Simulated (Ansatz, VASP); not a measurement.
**Bi3P2: VASP beside Ansatz**

```
Bi P
1.0
     3.44630    1.98972    6.27279
    -3.44630    1.98972    6.27279
     0.00000   -3.97945    6.27279
Bi P
6 4
Direct
  0.05625 0.44375 0.75000
  0.75000 0.05625 0.44375
  0.44375 0.75000 0.05625
  0.94375 0.55625 0.25000
  0.25000 0.94375 0.55625
  0.55625 0.25000 0.94375
  0.85218 0.85218 0.85218
  0.64782 0.64782 0.64782
  0.14782 0.14782 0.14782
  0.35218 0.35218 0.35218
```

Alike in both runs: task relaxation of cell and atoms; functional PBE; k mesh 3 × 3 × 3; occupations gaussian, width 0.1 eV; no spin polarisation.

|  | VASP | Ansatz |
| --- | --- | --- |
| version | VASP 6.6.1 | Ansatz 0.2.0 |
| potentials or method | VASP PAW PBE potentials, release 64 (Bi_d, P), cutoff 500 eV | scalar-relativistic, plane waves, PAW |
| valence electrons in the cell | 110 | 110 |

|  | VASP | Ansatz | Ansatz less VASP |
| --- | --- | --- | --- |
| gap on the k mesh at the Fermi level, each at its own relaxed structure (eV) | none | none | - |
| relaxed volume (Å³/atom) | 29.13 | 27.07 | -2.064 |
| relaxed cell length with the largest relative difference (Å) | 7.560 | 7.974 | +0.4145 |

A gap of «none» marks a metal or a gap that the smearing closes. One of these differences is far larger than is usual between the two programs; its cause wasn't traced.

The k mesh is coarse, so the values compare programs but aren't converged. Spin-orbit coupling is off throughout.
